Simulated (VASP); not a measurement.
# Ge (I4/mmm) in VASP: notebook

Ge is run at these levels: PBE; tasks: single point.

Everything below comes from runs of VASP 6.6.1. Logs are shortened: lines on timing, memory, paths and dates and some standing lists are left out, and cuts for length are marked.

## Step 1: The cell of the first run

Symmetry: I4/mmm, No. 139, tetragonal system. Conventional cell: a = 6.698 Å, b = 6.698 Å, c = 3.956 Å, α = 90.00°, β = 90.00°, γ = 90.00°. Ge (site symmetry m2m) has 4 Ge at 2.36 to 2.44 Å within 3.1 Å.

The cell was built from a structure type or drawn by symmetry, and may not be a known phase.

## Step 2: Single point, PBE

INCAR

```
SYSTEM = Ge
ALGO     = Normal         ! electronic algorithm
EDIFF    = 1E-7           ! SCF threshold, eV
ENCUT    = 520            ! plane-wave cutoff, eV
GGA      = PE             ! functional
ISIF     = 2              ! what is computed and relaxed
ISMEAR   = 0              ! smearing method
LASPH    = .True.         ! aspherical terms in the spheres
LCHARG   = .False.        ! write CHGCAR
LREAL    = .False.        ! projectors in reciprocal space
LWAVE    = .False.        ! write WAVECAR
NBANDS   = 36             ! bands
NELM     = 80             ! most SCF steps
PREC     = Accurate       ! precision mode
SIGMA    = 0.1            ! smearing width, eV
```

KPOINTS

```
k-points
0
Gamma
  6 6 6
  0 0 0
```

POSCAR

```
Ge
1.0
   -3.3492132800      3.3492132800      1.9781072500
    3.3492132800     -3.3492132800      1.9781072500
    3.3492132800      3.3492132800     -1.9781072500
Ge
4
Direct
    0.6823628100      0.6823628100      0.3647256300
    0.3176371900      0.3176371900      0.6352743700
    0.3176371900      0.6823628100      0.0000000000
    0.6823628100      0.3176371900      0.0000000000
```

Potentials or basis: VASP PAW PBE potentials, release 64 (Ge_d).

Launch:

```sh
$ cat potpaw_PBE.64/Ge_d/POTCAR > POTCAR
$ mpirun -np 1 vasp_std > vasp.out
```

OUTCAR:

```text
SYSTEM = Ge
   EDIFF = 1E-7
   ENCUT = 520
   GGA = PE
   ISIF = 2
   ISMEAR = 0
   LASPH = .True.
   LREAL = .False.
   NELM = 80
   PREC = Accurate

 ion  position               nearest neighbor table
   1  0.682  0.682  0.365-   2 2.36   2 2.36   3 2.44   4 2.44
   2  0.318  0.318  0.635-   1 2.36   1 2.36   4 2.44   3 2.44
   3  0.318  0.682  0.000-   4 2.36   4 2.36   2 2.44   1 2.44
   4  0.682  0.318  0.000-   3 2.36   3 2.36   2 2.44   1 2.44

  LATTYP: Found a body centered tetragonal cell.
 ALAT       =     6.6984265600
 C/A-ratio  =     0.5906184780

  Lattice vectors:

 A1 = (  -3.3492132800,   3.3492132800,   1.9781072500)
 A2 = (   3.3492132800,  -3.3492132800,   1.9781072500)
 A3 = (   3.3492132800,   3.3492132800,  -1.9781072500)

Analysis of symmetry for initial positions (statically):
=====================================================================
 Subroutine PRICEL returns:
 Original cell was already a primitive cell.

 Routine SETGRP: Setting up the symmetry group for a
 body centered tetragonal supercell.

 Subroutine GETGRP returns: Found 16 space group operations
 (whereof 16 operations were pure point group operations)
 out of a pool of 16 trial point group operations.

The static configuration has the point symmetry D_4h.

Analysis of symmetry for dynamics (positions and initial velocities):
=====================================================================
 Subroutine PRICEL returns:
 Original cell was already a primitive cell.

 Routine SETGRP: Setting up the symmetry group for a
 body centered tetragonal supercell.

 Subroutine GETGRP returns: Found 16 space group operations
 (whereof 16 operations were pure point group operations)
 out of a pool of 16 trial point group operations.

The dynamic configuration has the point symmetry D_4h.

 Subroutine INISYM returns: Found 16 space group operations
 (whereof 16 operations are pure point group operations),
 and found     1 'primitive' translations

----------------------------------------------------------------------------------------

                                     Primitive cell

  volume of cell :      88.7555

  direct lattice vectors                    reciprocal lattice vectors
    -3.349213280  3.349213280  1.978107250     0.000000000  0.149288791  0.252766881
     3.349213280 -3.349213280  1.978107250     0.149288791  0.000000000  0.252766881
     3.349213280  3.349213280 -1.978107250     0.149288791  0.149288791  0.000000000

  length of vectors
     5.132968681  5.132968681  5.132968681     0.293561304  0.293561304  0.211126232

  position of ions in fractional coordinates (direct lattice)
     0.682362810  0.682362810  0.364725630
     0.317637190  0.317637190  0.635274370
     0.317637190  0.682362810  0.000000000
     0.682362810  0.317637190  0.000000000

  ion indices of the primitive-cell ions
   primitive index   ion index
                 1           1
                 2           2
                 3           3
                 4           4

----------------------------------------------------------------------------------------

 KPOINTS: k-points

Automatic generation of k-mesh.
 Grid dimensions read from file:
 generate k-points for:    6    6    6

 Generating k-lattice:

  Cartesian coordinates                     Fractional coordinates (reciprocal lattice)
     0.000000000  0.024881465  0.042127814     0.166666667  0.000000000  0.000000000
     0.024881465  0.000000000  0.042127814     0.000000000  0.166666667  0.000000000
     0.024881465  0.024881465  0.000000000     0.000000000  0.000000000  0.166666667

  Length of vectors
     0.048926884  0.048926884  0.035187705

  Shift w.r.t. Gamma in fractional coordinates (k-lattice)
     0.000000000  0.000000000  0.000000000

 Subroutine IBZKPT returns following result:
 ===========================================

 Found     30 irreducible k-points:

 Following reciprocal coordinates:
            Coordinates               Weight
  0.000000  0.000000  0.000000      1.000000
  0.166667 -0.000000  0.000000      8.000000
  0.333333 -0.000000  0.000000      8.000000
  0.500000 -0.000000  0.000000      4.000000
  0.166667  0.166667  0.000000      8.000000
  0.333333  0.166667  0.000000     16.000000
[... 16 lines left out ...]
 -0.333333 -0.333333  0.166667      8.000000
 -0.166667 -0.333333  0.166667      8.000000
 [... further k-points ...]
   k-points           NKPTS =     30   k-points in BZ     NKDIM =     30   number of bands    NBANDS=     36
   number of dos      NEDOS =    301   number of ions     NIONS =      4
   total plane-waves  NPLWV =  64000
   dimension x,y,z NGX =    40 NGY =   40 NGZ =   40
   dimension x,y,z NGXF=    80 NGYF=   80 NGZF=   80
   ions per type =               4
   NGX,Y,Z   is equivalent  to a cutoff of  12.96, 12.96, 12.96 a.u.
   NGXF,Y,Z  is equivalent  to a cutoff of  25.91, 25.91, 25.91 a.u.
 SYSTEM =  Ge
   PREC   = accura    normal or accurate (medium, high low for compatibility)
   ISTART =      0    job   : 0-new  1-cont  2-samecut
   ICHARG =      2    charge: 1-file 2-atom 10-const
   ISPIN  =      1    spin polarized calculation?
   LNONCOLLINEAR =      F non collinear calculations
   LSORBIT =      F    spin-orbit coupling
   LASPH  =      T    aspherical Exc in radial PAW
   ENCUT  =  520.0 eV  38.22 Ry    6.18 a.u.   9.54  9.54  9.54*2*pi/ulx,y,z
   NELM   =     80;   NELMIN=  2; NELMDL= -5     # of ELM steps
   EDIFF  = 0.1E-06   stopping-criterion for ELM
   LREAL  =      F    real-space projection
   EDIFFG = 0.1E-05   stopping-criterion for IOM
   NSW    =      0    number of steps for IOM
   IBRION =     -1    ionic relax: 0-MD 1-quasi-New 2-CG
   NFREE  =      0    steps in history (QN), initial steepest desc. (CG)
   ISIF   =      2    stress and relaxation
   ISYM   =      2    0-nonsym 1-usesym 2-fastsym
   POTIM  = 0.5000    time-step for ionic-motion
   TEBEG  =    0.0;   TEEND  =   0.0 temperature during run
   PSTRESS=    0.0 pullay stress
   NELECT =      56.0000    total number of electrons
   NUPDOWN=      -1.0000    fix difference up-down
   EMIN   =  10.00;   EMAX   =-10.00  energy-range for DOS
   EFERMI =   0.00;   METHOD = LEGACY
   ISMEAR =     0;   SIGMA  =   0.10  broadening in eV -4-tet -1-fermi 0-gaus
   EFERMI_NEDOS =   21; number of points for ismear=-14 and -15
   IALGO  =     38    algorithm
   IMIX   =      4    mixing-type and parameters
     AMIX     =   0.40;   BMIX     =  1.00
     AMIX_MAG =   1.60;   BMIX_MAG =  1.00
  volume/ion in A,a.u.               =      22.19       149.74
  Fermi-wavevector in a.u.,A,eV,Ry     =   1.404125  2.653411 26.824788  1.971566
  Thomas-Fermi vector in A             =   2.526718
   LORBIT       =      0    0 simple, 1 ext, 2 COOP (PROOUT), +10 PAW based schemes
   GGA     = PE    functional components
   LHFCALC =     F    Hartree Fock is set to
   AEXX    =    0.0000 exact exchange contribution
   IVDW    =     0    specifies the selected vdW correction
   LEPSILON=     F    determine dielectric tensor
   LRPA    =     F    only Hartree local field effects (RPA)
 non-spin polarized calculation
 Gauss-broadening in eV      SIGMA  =   0.10
  energy-cutoff  :      520.00
  volume of cell :       88.76
 maximum number of plane-waves:      2407
 NGX is ok and might be reduce to    40
   NGX = 19   NGY = 19   NGZ = 19

 number of electron      55.9999954 magnetization

 Free energy of the ion-electron system (eV)
  ---------------------------------------------------
  ext. energy  EPLUGINS =         0.00000000
  ---------------------------------------------------
  free energy    TOTEN  =       -17.37047217 eV

  energy without entropy =      -17.36858807  energy(sigma->0) =      -17.36953012

 E-fermi :   5.2656     XC(G=0):  -9.9442

 val. band max:        5.2174187220   @ k =   0.5000   0.5000   0.3333
 cond. band min:       5.2657501342   @ k =   0.5000   0.5000   0.3333
 fundamental gap:      0.0483314121
 Fermi energy:         5.2656050609

 k-point     1 :       0.0000    0.0000    0.0000
  band No.  band energies     occupation
      1     -19.7232      2.00000
      2     -19.7232      2.00000
      3     -19.7174      2.00000
      4     -19.6968      2.00000
      5     -19.6670      2.00000
      6     -19.6670      2.00000
[... 28 lines left out ...]
     35      11.2808      0.00000
     36      11.6794      0.00000

 k-point     2 :       0.1667   -0.0000    0.0000
  band No.  band energies     occupation
      1     -19.7484      2.00000
      2     -19.7418      2.00000
      3     -19.7198      2.00000
      4     -19.7126      2.00000
      5     -19.6415      2.00000
      6     -19.6375      2.00000
[... 28 lines left out ...]
     35      11.0664      0.00000
     36      13.0038      0.00000

 k-point     3 :       0.3333   -0.0000    0.0000
  band No.  band energies     occupation
      1     -19.7672      2.00000
      2     -19.7434      2.00000
      3     -19.7350      2.00000
      4     -19.7262      2.00000
      5     -19.6578      2.00000
      6     -19.6270      2.00000
[... 28 lines left out ...]
     35      11.9301      0.00000
     36      12.8973      0.00000

 k-point     4 :       0.5000   -0.0000    0.0000
  band No.  band energies     occupation
      1     -19.7632      2.00000
      2     -19.7545      2.00000
      3     -19.7301      2.00000
      4     -19.7213      2.00000
      5     -19.6980      2.00000
      6     -19.6260      2.00000
[... 28 lines left out ...]
     35      11.7080      0.00000
     36      13.6113      0.00000

 k-point     5 :       0.1667    0.1667    0.0000
  band No.  band energies     occupation
      1     -19.7571      2.00000
      2     -19.7571      2.00000
      3     -19.7370      2.00000
      4     -19.7281      2.00000
      5     -19.6446      2.00000
      6     -19.6176      2.00000
[... 655 lines left out ...]
 k-point    22 :      -0.1667    0.5000    0.1667
  band No.  band energies     occupation
      1     -19.7844      2.00000
      2     -19.7342      2.00000
      3     -19.7232      2.00000
      4     -19.7135      2.00000
      5     -19.6962      2.00000
      6     -19.6315      2.00000
[... 28 lines left out ...]
     35      11.6717      0.00000
     36      12.2579      0.00000

 k-point    23 :      -0.3333   -0.3333    0.1667
  band No.  band energies     occupation
      1     -19.7886      2.00000
      2     -19.7372      2.00000
      3     -19.7176      2.00000
      4     -19.7161      2.00000
      5     -19.6973      2.00000
      6     -19.6349      2.00000
[... 28 lines left out ...]
     35      11.4163      0.00000
     36      11.8561      0.00000

 k-point    24 :      -0.1667   -0.3333    0.1667
  band No.  band energies     occupation
      1     -19.7724      2.00000
      2     -19.7479      2.00000
      3     -19.7422      2.00000
      4     -19.7374      2.00000
      5     -19.6716      2.00000
      6     -19.6223      2.00000
[... 28 lines left out ...]
     35      11.4450      0.00000
     36      12.6798      0.00000

 [... further k-points ...]
[... 5 lines left out ...]
  --------------------------------------------------------------------------------------
  -------------------------------------------------------------------------------------
  Total        4.6229175      4.6229175      6.2079187      0.0000000      0.0000000      0.0000000
  in kB       83.4509511     83.4509511    112.0627221      0.0000000      0.0000000      0.0000000
  external PRESSURE =      92.9882081 kB  Pullay stress =       0.0000000 kB

 VOLUME and BASIS-vectors are now :
 -----------------------------------------------------------------------------
  energy-cutoff  :      520.00
  volume of cell :       88.76
      direct lattice vectors                 reciprocal lattice vectors
    -3.349213280  3.349213280  1.978107250     0.000000000  0.149288791  0.252766881
     3.349213280 -3.349213280  1.978107250     0.149288791  0.000000000  0.252766881
     3.349213280  3.349213280 -1.978107250     0.149288791  0.149288791  0.000000000

 POSITION                                       TOTAL-FORCE (eV/Angst)
 -----------------------------------------------------------------------------------
      1.22154      1.22154      1.97811        -0.380869     -0.380869     -0.000000
      2.12767      2.12767      0.00000         0.380869      0.380869      0.000000
      1.22154     -1.22154      1.97811        -0.380869      0.380869      0.000000
     -1.22154      1.22154      1.97811         0.380869     -0.380869     -0.000000
 -----------------------------------------------------------------------------------
    total drift:                               -0.000000     -0.000000     -0.000000

  FREE ENERGIE OF THE ION-ELECTRON SYSTEM (eV)
  ---------------------------------------------------
  free  energy   TOTEN  =       -17.3704721718 eV

  energy  without entropy=      -17.3685880724  energy(sigma->0) =      -17.36953012
```

Run time: 62 s. Hardware: 1 thread of AMD EPYC 9R45 (Zen 5), shared host; peak memory 0.23 GiB.

What came out:

* Free energy: -17.3705 eV
* Pressure: 9.3 GPa
* Largest force: 0.539 eV/Å
* Band gap on the k mesh: zero (bands 28 and 29 overlap by 0.27 eV)

Forces on the atoms (eV/Å):
```
Ge  -0.381 -0.381  0.000
Ge   0.381  0.381  0.000
Ge  -0.381  0.381  0.000
Ge   0.381 -0.381  0.000
```

Levels at points of the mesh, in eV from the Fermi level:
| k point | band 25 | band 26 | band 27 | band 28 | band 29 | band 30 | band 31 | band 32 |
| --- | --- | --- | --- | --- | --- | --- | --- | --- |
| (0.00, 0.00, 0.00) | -3.56 | -1.91 | -1.91 | -0.39 | 0.71 | 0.71 | 1.91 | 2.40 |
| (0.50, 0.00, 0.00) | -4.56 | -3.66 | -2.59 | -1.55 | 0.79 | 2.17 | 3.75 | 4.07 |
| (0.50, 0.50, 0.00) | -2.99 | -2.42 | -2.08 | -2.03 | 0.92 | 1.56 | 2.11 | 4.26 |
| (0.50, 0.50, 0.50) | -3.50 | -0.45 | -0.18 | 0.27 | 0.27 | 0.75 | 3.53 | 4.53 |

Caveat: the cell stands under pressure; semilocal functionals underestimate gaps, so a narrow gap can read as zero.

## Step 3: Single point, PBE

This run uses another cell than the first one, of 25.15 Å³/atom.

INCAR

```
SYSTEM = Ge
  PREC = Accurate
  ENCUT = 520
  EDIFF = 1E-6
  ISMEAR = 0
  SIGMA = 0.1
  LREAL = .FALSE.
  LASPH = .TRUE.
  NELM = 60
  ALGO = Normal
  ISIF = 2
  LWAVE = .FALSE.
  LCHARG = .TRUE.
  GGA = PE
  LELF = .TRUE.
  LVHAR = .TRUE.
  NBANDS = 36
```

KPOINTS

```
Automatic mesh
0
G
  6 6 6
  0 0 0
```

POSCAR

```
Ge
1.0
   -3.5122821050      3.5122821050      2.0387738550
    3.5122821050     -3.5122821050      2.0387738550
    3.5122821050      3.5122821050     -2.0387738550
Ge
4
Direct
    0.6790864083      0.6790864083      0.3581728167
    0.3209135917      0.3209135917      0.6418271833
    0.3209135917      0.6790864083      0.0000000000
    0.6790864083      0.3209135917      0.0000000000
```

Potentials or basis: VASP PAW PBE potentials, release 64 (Ge_d).

Launch:

```sh
$ cat potpaw_PBE.64/Ge_d/POTCAR > POTCAR
$ mpirun -np 1 vasp_std > vasp.out
```

Run time: 61 s. Hardware: 1 thread of AMD EPYC 9R45 (Zen 5), shared host; peak memory 0.24 GiB.

It converged, with:

- Free energy: -17.7203 eV
- Pressure: 0.3 GPa
- Largest force: 0.055 eV/Å
- Band gap on the k mesh: zero (filled and empty bands touch)

Forces in eV/Å, atoms in the order of the input:
```
Ge  -0.039 -0.039  0.000
Ge   0.039  0.039  0.000
Ge  -0.039  0.039  0.000
Ge   0.039 -0.039  0.000
```

Levels at points of the mesh, in eV from the Fermi level:
| k point | band 24 | band 25 | band 26 | band 27 | band 28 | band 29 | band 30 | band 31 | band 32 | band 33 |
| --- | --- | --- | --- | --- | --- | --- | --- | --- | --- | --- |
| (0.00, 0.00, 0.00) | -6.30 | -3.37 | -1.50 | -1.50 | -0.49 | 0.53 | 0.53 | 1.78 | 2.50 | 2.50 |
| (0.50, 0.00, 0.00) | -6.89 | -4.07 | -3.33 | -2.30 | -1.45 | 0.91 | 1.71 | 3.46 | 3.65 | 3.93 |
| (0.50, 0.50, 0.00) | -5.88 | -2.66 | -1.98 | -1.82 | -1.59 | 0.73 | 1.74 | 1.86 | 3.77 | 4.80 |
| (0.50, 0.50, 0.50) | -4.61 | -2.92 | -0.48 | -0.20 | 0.01 | 0.01 | 0.09 | 3.33 | 4.45 | 4.71 |

Caveat: semilocal functionals underestimate gaps, so a narrow gap can read as zero.
